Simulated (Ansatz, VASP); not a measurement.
**TaN: VASP beside Ansatz**

INCAR

```
SYSTEM = TaN
PREC = Accurate
ENCUT = 600
EDIFF = 1E-6
ISMEAR = 0
SIGMA = 0.15
LREAL = .False.
LASPH = .True.
NELM = 120
ALGO = Normal
ISIF = 2
LWAVE = .False.
LCHARG = .False.
GGA = PE
NBANDS = 15
GGA_COMPAT = .False.
```

Contents of KPOINTS:

```
regular mesh
0
Gamma
  12 12 10
  0 0 0
```

POSCAR

```
TaN
1.0
    2.9380000000      0.0000000000      0.0000000000
   -1.4690000000      2.5443826363      0.0000000000
    0.0000000000      0.0000000000      2.8830000000
Ta N
1 1
Direct
    0.0000000000      0.0000000000      0.5000000000
    0.6666666667      0.3333333333      0.0000000000
```

Input for Ansatz:

```yaml
crystal:
  lattice:
    a: 2.938
    b: 2.938
    c: 2.883
    alpha: 90.0
    beta: 90.0
    gamma: 120.0
  space_group: 187
  atoms:
    - { symbol: Ta, position: [0.0, 0.0, 0.5] }
    - { symbol: "N", position: [0.6666666666666666, 0.3333333333333333, 0.0] }
basis:
  ecutwfc: 470.0
kpoints:
  mp_grid:
    grid: [12, 12, 10]
hamiltonian:
  xc: pbe
scf:
  occupations:
    method: gaussian
    width: 0.15
output:
  stress: true
```

Alike in both runs: task single point; functional PBE; k mesh 12 × 12 × 10; occupations gaussian, width 0.15 eV; no spin polarisation.

|  | VASP | Ansatz |
| --- | --- | --- |
| version | VASP 6.6.1 | Ansatz 0.2.0 |
| potentials or method | VASP PAW PBE potentials, release 64 (Ta_pv, N), cutoff 600 eV | plane waves, PAW |
| valence electrons in the cell | 16 | 18 |

VASP gave:

```
pressure (GPa)                                                : 5.3
traceless stress, the component that is largest in VASP (GPa) : 0.84
```

Question: Which values does Ansatz return?

Answer: Pressure (GPa): 4.7; traceless stress, the component that is largest in VASP (GPa): 0.71.

The functional is the same, so the differences come from potentials, cutoffs and numerics. VASP's potentials hold 16 valence electrons a cell and Ansatz's 18, so a difference there can come from the potentials and not from the codes.

Spin-orbit coupling is off throughout.
